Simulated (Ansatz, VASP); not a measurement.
Ni: VASP beside Ansatz

```xyz
2
Lattice="2.4256 0.0138 0.0210 -1.2009 2.0691 0.0123 0.0350 0.0439 4.0027" Properties=species:S:1:pos:R:3 pbc="T T T"
Ni   -0.0194    1.4575    1.0284
Ni    1.1726    0.8008    3.0725
```

Alike in both runs: task single point; functional r2SCAN; k mesh 9 × 9 × 5; occupations fermi-dirac, width 0.1 eV; collinear spin.

```csv
,VASP,Ansatz
version,VASP 6.6.1,Ansatz 0.2.0
potentials or method,"VASP PAW PBE potentials, release 64 (Ni), cutoff 520 eV","plane waves, PAW"
valence electrons in the cell,20,36
```

VASP gave:

| Property | Result |
| --- | --- |
| pressure (GPa) | 11.4 |
| traceless stress, the component that is largest in VASP (GPa) | -2.00 |
| rms of the force components (eV/Å) | 0.272 |
| net moment per atom (μB) | 0.62 |
| size of the moment on the site where the two differ most (μB) | 0.63 |

Problem. Which values does Ansatz return?

Solution. Pressure (GPa): 11.2; traceless stress, the component that is largest in VASP (GPa): -1.98; rms of the force components (eV/Å): 0.268; net moment per atom (μB): 0.65; size of the moment on the site where the two differ most (μB): 0.71.

VASP's potentials were made for PBE, not for r2SCAN. Site moments also hang on the region over which each program counts them. Atom by atom the forces differ by 0.005 eV/Å (rms over components). With one functional, cell and mesh, what is left measures potentials, basis and numerics. VASP's potentials hold 20 valence electrons a cell and Ansatz's 36, so a difference there can come from the potentials and not from the codes. Ansatz's warnings: stability check not made, stress scf threshold loose.
